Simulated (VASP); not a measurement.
Runs of VASP 6.6.1 on KZnF3. The structure is that of space group Pm-3m (No. 221), or close to it. The cells are those of the table. 

```csv
cell,gap on the mesh (eV),pressure (GPa)
"a = 3.654 Å, 5 atoms",4.74,62.2
"a = 4.002 Å, 5 atoms",(c),8.5
"a = 4.075 Å, 5 atoms",(b),(a)
"a = 3.806 Å, 5 atoms",4.31,31.2
```

Alike in all rows: task single point; level PBE; potentials or basis VASP PAW PBE potentials, release 64 (K_sv, Zn, F); no spin polarisation; k mesh 6 × 6 × 6; cutoff (eV) 520; smearing gaussian 0.02 eV.

Fill in the values left out.

(a) 3.2; (b) 3.75; (c) 3.88.

A k mesh can miss the band edges.
